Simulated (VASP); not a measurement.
# Bi (P6_3/mmc) in VASP: single point with PBE

Aim: the single point of Bi with PBE.

Program: VASP 6.6.1. These are calculated values, not measurements. Logs are shortened: lines on timing, memory, paths and dates and some standing lists are left out, and cuts for length are marked.

## 1. The cell of the first run

Symmetry: P6_3/mmc, No. 194, hexagonal system. The conventional cell has a = 3.539 Å, b = 3.539 Å, c = 5.843 Å, α = 90.00°, β = 90.00°, γ = 120.00°. Within 4.7 Å of Bi (site symmetry -6m2) lie 12 Bi at 3.54 to 3.57 Å.

## 2. Single point, PBE

INCAR reads:

```
SYSTEM = Bi
PREC = Accurate
ENCUT = 520
EDIFF = 1E-6
ISMEAR = -1
SIGMA = 0.08
LREAL = .FALSE.
LASPH = .TRUE.
NELM = 80
ALGO = Normal
ISIF = 2
LWAVE = .FALSE.
LCHARG = .FALSE.
GGA = PE
NBANDS = 22
```

KPOINTS reads:

```
Automatic mesh
0
G
  12 12 6
  0 0 0
```

POSCAR reads:

```
Bi
1.0
    1.7696662546     -3.0651518654      0.0000000000
    1.7696662546      3.0651518654      0.0000000000
    0.0000000000      0.0000000000      5.8434447473
Bi
2
Direct
    0.6666666670      0.3333333330      0.2500000000
    0.3333333330      0.6666666670      0.7500000000
```

Potentials or basis: VASP PAW PBE potentials, release 64 (Bi_d).

Run with:

```
$ cat potpaw_PBE.64/Bi_d/POTCAR > POTCAR
$ mpirun -np 1 vasp_std > vasp.out
```

OUTCAR:

```text
SYSTEM = Bi
   PREC = Accurate
   ENCUT = 520
   EDIFF = 1E-6
   ISMEAR = -1
   LREAL = .FALSE.
   LASPH = .TRUE.
   NELM = 80
   ISIF = 2
   GGA = PE

 ion  position               nearest neighbor table
   1  0.667  0.333  0.250-   2 3.57   2 3.57   2 3.57   2 3.57   2 3.57   2 3.57
   2  0.333  0.667  0.750-   1 3.57   1 3.57   1 3.57   1 3.57   1 3.57   1 3.57

  LATTYP: Found a hexagonal cell.
 ALAT       =     3.5393325092
 C/A-ratio  =     1.6510019141

  Lattice vectors:

 A1 = (   1.7696662546,  -3.0651518654,   0.0000000000)
 A2 = (   1.7696662546,   3.0651518654,   0.0000000000)
 A3 = (   0.0000000000,   0.0000000000,   5.8434447473)

Analysis of symmetry for initial positions (statically):
=====================================================================
 Subroutine PRICEL returns:
 Original cell was already a primitive cell.

 Routine SETGRP: Setting up the symmetry group for a
 hexagonal supercell.

 Subroutine GETGRP returns: Found 24 space group operations
 (whereof 12 operations were pure point group operations)
 out of a pool of 24 trial point group operations.

The static configuration has the point symmetry D_3d.
 The point group associated with its full space group is D_6h.

Analysis of symmetry for dynamics (positions and initial velocities):
=====================================================================
 Subroutine PRICEL returns:
 Original cell was already a primitive cell.

 Routine SETGRP: Setting up the symmetry group for a
 hexagonal supercell.

 Subroutine GETGRP returns: Found 24 space group operations
 (whereof 12 operations were pure point group operations)
 out of a pool of 24 trial point group operations.

The dynamic configuration has the point symmetry D_3d.
 The point group associated with its full space group is D_6h.

 Subroutine INISYM returns: Found 24 space group operations
 (whereof 12 operations are pure point group operations),
 and found     1 'primitive' translations

----------------------------------------------------------------------------------------

                                     Primitive cell

  volume of cell :      63.3931

  direct lattice vectors                    reciprocal lattice vectors
     1.769666255 -3.065151865  0.000000000     0.282539150 -0.163124055  0.000000000
     1.769666255  3.065151865  0.000000000     0.282539150  0.163124055  0.000000000
     0.000000000  0.000000000  5.843444747     0.000000000  0.000000000  0.171131934

  length of vectors
     3.539332509  3.539332509  5.843444747     0.326248109  0.326248109  0.171131934

  position of ions in fractional coordinates (direct lattice)
     0.666666667  0.333333333  0.250000000
     0.333333333  0.666666667  0.750000000

  ion indices of the primitive-cell ions
   primitive index   ion index
                 1           1
                 2           2

----------------------------------------------------------------------------------------

 KPOINTS: Automatic mesh

Automatic generation of k-mesh.
 Grid dimensions read from file:
 generate k-points for:   12   12    6

 Generating k-lattice:

  Cartesian coordinates                     Fractional coordinates (reciprocal lattice)
     0.023544929 -0.013593671  0.000000000     0.083333333  0.000000000  0.000000000
     0.023544929  0.013593671  0.000000000     0.000000000  0.083333333  0.000000000
     0.000000000  0.000000000  0.028521989     0.000000000  0.000000000  0.166666667

  Length of vectors
     0.027187342  0.027187342  0.028521989

  Shift w.r.t. Gamma in fractional coordinates (k-lattice)
     0.000000000  0.000000000  0.000000000

 Subroutine IBZKPT returns following result:
 ===========================================

 Found     76 irreducible k-points:

 Following reciprocal coordinates:
            Coordinates               Weight
  0.000000  0.000000  0.000000      1.000000
  0.083333  0.000000  0.000000      6.000000
  0.166667  0.000000  0.000000      6.000000
  0.250000  0.000000  0.000000      6.000000
  0.333333  0.000000  0.000000      6.000000
  0.416667  0.000000  0.000000      6.000000
[... 16 lines left out ...]
  0.250000  0.000000  0.166667     12.000000
  0.333333  0.000000  0.166667     12.000000
 [... further k-points ...]
   k-points           NKPTS =     76   k-points in BZ     NKDIM =     76   number of bands    NBANDS=     22
   number of dos      NEDOS =    301   number of ions     NIONS =      2
   total plane-waves  NPLWV =  37632
   dimension x,y,z NGX =    28 NGY =   28 NGZ =   48
   dimension x,y,z NGXF=    56 NGYF=   56 NGZF=   96
   ions per type =               2
   NGX,Y,Z   is equivalent  to a cutoff of  13.15, 13.15, 13.66 a.u.
   NGXF,Y,Z  is equivalent  to a cutoff of  26.30, 26.30, 27.31 a.u.
 SYSTEM =  Bi
   PREC   = accura    normal or accurate (medium, high low for compatibility)
   ISTART =      0    job   : 0-new  1-cont  2-samecut
   ICHARG =      2    charge: 1-file 2-atom 10-const
   ISPIN  =      1    spin polarized calculation?
   LNONCOLLINEAR =      F non collinear calculations
   LSORBIT =      F    spin-orbit coupling
   LASPH  =      T    aspherical Exc in radial PAW
   ENCUT  =  520.0 eV  38.22 Ry    6.18 a.u.   6.58  6.58 10.86*2*pi/ulx,y,z
   NELM   =     80;   NELMIN=  2; NELMDL= -5     # of ELM steps
   EDIFF  = 0.1E-05   stopping-criterion for ELM
   LREAL  =      F    real-space projection
   EDIFFG = 0.1E-04   stopping-criterion for IOM
   NSW    =      0    number of steps for IOM
   IBRION =     -1    ionic relax: 0-MD 1-quasi-New 2-CG
   NFREE  =      0    steps in history (QN), initial steepest desc. (CG)
   ISIF   =      2    stress and relaxation
   ISYM   =      2    0-nonsym 1-usesym 2-fastsym
   POTIM  = 0.5000    time-step for ionic-motion
   TEBEG  =    0.0;   TEEND  =   0.0 temperature during run
   PSTRESS=    0.0 pullay stress
   NELECT =      30.0000    total number of electrons
   NUPDOWN=      -1.0000    fix difference up-down
   EMIN   =  10.00;   EMAX   =-10.00  energy-range for DOS
   EFERMI =   0.00;   METHOD = LEGACY
   ISMEAR =    -1;   SIGMA  =   0.08  broadening in eV -4-tet -1-fermi 0-gaus
   EFERMI_NEDOS =   21; number of points for ismear=-14 and -15
   IALGO  =     38    algorithm
   IMIX   =      4    mixing-type and parameters
     AMIX     =   0.40;   BMIX     =  1.00
     AMIX_MAG =   1.60;   BMIX_MAG =  1.00
  volume/ion in A,a.u.               =      31.70       213.90
  Fermi-wavevector in a.u.,A,eV,Ry     =   1.275757  2.410830 22.144228  1.627555
  Thomas-Fermi vector in A             =   2.408451
   LORBIT       =      0    0 simple, 1 ext, 2 COOP (PROOUT), +10 PAW based schemes
   GGA     = PE    functional components
   LHFCALC =     F    Hartree Fock is set to
   AEXX    =    0.0000 exact exchange contribution
   IVDW    =     0    specifies the selected vdW correction
   LEPSILON=     F    determine dielectric tensor
   LRPA    =     F    only Hartree local field effects (RPA)
 non-spin polarized calculation
  energy-cutoff  :      520.00
  volume of cell :       63.39
 maximum number of plane-waves:      1738
 NGX is ok and might be reduce to    28
   NGX = 13   NGY = 13   NGZ = 21

 number of electron      30.0000002 magnetization

 Free energy of the ion-electron system (eV)
  ---------------------------------------------------
  ext. energy  EPLUGINS =         0.00000000
  ---------------------------------------------------
  free energy    TOTEN  =        -7.52259486 eV

  energy without entropy =       -7.50030166  energy(sigma->0) =       -7.51144826

 E-fermi :   7.7802     XC(G=0): -10.2072

 val. band max:        7.6438006816   @ k =   0.3333   0.1667   0.3333
 cond. band min:       7.7883251651   @ k =   0.1667   0.0833   0.3333
 fundamental gap:      0.1445244835
 Fermi energy:         7.7801732210

 k-point     1 :       0.0000    0.0000    0.0000
  band No.  band energies     occupation
      1     -15.3207      2.00000
      2     -15.3098      2.00000
      3     -15.3007      2.00000
      4     -15.3007      2.00000
      5     -15.2930      2.00000
      6     -15.2930      2.00000
[... 14 lines left out ...]
     21      17.2224      0.00000
     22      18.2054      0.00000

 k-point     2 :       0.0833    0.0000    0.0000
  band No.  band energies     occupation
      1     -15.3206      2.00000
      2     -15.3095      2.00000
      3     -15.2972      2.00000
      4     -15.2924      2.00000
      5     -15.2888      2.00000
      6     -15.2847      2.00000
[... 14 lines left out ...]
     21      17.1502      0.00000
     22      17.6348      0.00000

 k-point     3 :       0.1667    0.0000    0.0000
  band No.  band energies     occupation
      1     -15.3301      2.00000
      2     -15.2997      2.00000
      3     -15.2954      2.00000
      4     -15.2827      2.00000
      5     -15.2796      2.00000
      6     -15.2696      2.00000
[... 14 lines left out ...]
     21      16.9545      0.00000
     22      17.5924      0.00000

 k-point     4 :       0.2500    0.0000    0.0000
  band No.  band energies     occupation
      1     -15.3451      2.00000
      2     -15.2995      2.00000
      3     -15.2963      2.00000
      4     -15.2886      2.00000
      5     -15.2803      2.00000
      6     -15.2397      2.00000
[... 14 lines left out ...]
     21      16.5011      0.00000
     22      17.4534      0.00000

 k-point     5 :       0.3333    0.0000    0.0000
  band No.  band energies     occupation
      1     -15.3594      2.00000
      2     -15.3109      2.00000
      3     -15.3044      2.00000
      4     -15.2970      2.00000
      5     -15.2606      2.00000
      6     -15.2377      2.00000
[... 14 lines left out ...]
     21      16.1086      0.00000
     22      17.7266      0.00000

 k-point     6 :       0.4167    0.0000    0.0000
  band No.  band energies     occupation
      1     -15.3696      2.00000
      2     -15.3221      2.00000
      3     -15.3085      2.00000
      4     -15.3029      2.00000
      5     -15.2479      2.00000
      6     -15.2460      2.00000
[... 14 lines left out ...]
     21      15.8716      0.00000
     22      17.5368      0.00000

 k-point     7 :       0.5000    0.0000    0.0000
  band No.  band energies     occupation
      1     -15.3732      2.00000
      2     -15.3263      2.00000
      3     -15.3101      2.00000
      4     -15.3050      2.00000
      5     -15.2515      2.00000
      6     -15.2406      2.00000
[... 324 lines left out ...]
      6     -15.2955      2.00000
[... 14 lines left out ...]
     21      17.4321      0.00000
     22      18.0133      0.00000

 k-point    21 :       0.0833    0.0000    0.1667
  band No.  band energies     occupation
      1     -15.3190      2.00000
      2     -15.3112      2.00000
      3     -15.3029      2.00000
      4     -15.2979      2.00000
      5     -15.2914      2.00000
      6     -15.2873      2.00000
[... 14 lines left out ...]
     21      17.2993      0.00000
     22      17.5699      0.00000

 k-point    22 :       0.1667    0.0000    0.1667
  band No.  band energies     occupation
      1     -15.3286      2.00000
      2     -15.3070      2.00000
      3     -15.2997      2.00000
      4     -15.2840      2.00000
      5     -15.2799      2.00000
      6     -15.2648      2.00000
[... 14 lines left out ...]
     21      16.3858      0.00000
     22      17.7901      0.00000

 k-point    23 :       0.2500    0.0000    0.1667
  band No.  band energies     occupation
      1     -15.3431      2.00000
      2     -15.3105      2.00000
      3     -15.2994      2.00000
      4     -15.2842      2.00000
      5     -15.2691      2.00000
      6     -15.2461      2.00000
[... 14 lines left out ...]
     21      16.0000      0.00000
     22      17.8819      0.00000

 k-point    24 :       0.3333    0.0000    0.1667
  band No.  band energies     occupation
      1     -15.3567      2.00000
      2     -15.3194      2.00000
      3     -15.3059      2.00000
      4     -15.2904      2.00000
      5     -15.2589      2.00000
      6     -15.2420      2.00000
[... 14 lines left out ...]
     21      16.0434      0.00000
     22      17.4095      0.00000

 [... further k-points ...]

------------------------ aborting loop because EDIFF is reached ----------------------------------------

  FORCE on cell =-STRESS in cart. coord.  units (eV):
  Direction    XX          YY          ZZ          XY          YZ          ZX
  --------------------------------------------------------------------------------------
  -------------------------------------------------------------------------------------
  Total       -0.1871089     -0.1871089      0.0529768      0.0000000      0.0000000      0.0000000
  in kB       -4.7289289     -4.7289289      1.3389189      0.0000000      0.0000000      0.0000000
  external PRESSURE =      -2.7063130 kB  Pullay stress =       0.0000000 kB

 VOLUME and BASIS-vectors are now :
 -----------------------------------------------------------------------------
  energy-cutoff  :      520.00
  volume of cell :       63.39
      direct lattice vectors                 reciprocal lattice vectors
     1.769666255 -3.065151865  0.000000000     0.282539150 -0.163124055  0.000000000
     1.769666255  3.065151865  0.000000000     0.282539150  0.163124055  0.000000000
     0.000000000  0.000000000  5.843444747     0.000000000  0.000000000  0.171131934

 POSITION                                       TOTAL-FORCE (eV/Angst)
 -----------------------------------------------------------------------------------
      1.76967     -1.02172      1.46086         0.000000      0.000000      0.000000
      1.76967      1.02172      4.38258        -0.000000     -0.000000      0.000000
 -----------------------------------------------------------------------------------
    total drift:                               -0.000000      0.000001      0.000000

  FREE ENERGIE OF THE ION-ELECTRON SYSTEM (eV)
  ---------------------------------------------------
  free  energy   TOTEN  =        -7.5225948607 eV

  energy  without entropy=       -7.5003016557  energy(sigma->0) =       -7.51144826
```

Wall time 41 s (1 thread of AMD EPYC 9R45 (Zen 5), shared host); peak memory 0.2 GiB.

What came out:

- Free energy: -7.5226 eV
- Pressure: -0.3 GPa
- Band gap on the k mesh: zero (band 15 reaches 11.85 eV, above the bottom of band 16 at 5.02 eV)

Stress tensor (GPa, compression positive):
```
-0.47  0.00  0.00
 0.00 -0.47  0.00
 0.00  0.00  0.13
```

Levels at points of the mesh, in eV from the Fermi level:
```tsv
k point	band 11	band 12	band 13	band 14	band 15	band 16	band 17	band 18	band 19	band 20
(0.00, 0.00, 0.00)	-13.49	-10.80	-5.20	3.37	3.37	4.74	4.84	4.84	7.00	7.97
(0.50, 0.00, 0.00)	-10.78	-9.80	-4.39	-3.02	-1.92	0.21	0.43	3.28	4.84	7.01
(0.00, 0.00, 0.50)	-12.49	-12.49	-1.20	-1.20	4.07	4.07	4.07	4.07	7.91	7.91
(0.50, 0.00, 0.50)	-10.24	-10.24	-4.75	-4.75	1.41	1.41	1.56	1.56	5.54	5.54
```

Caveat: spin-orbit coupling is left out, which moves the levels of the heavy elements.
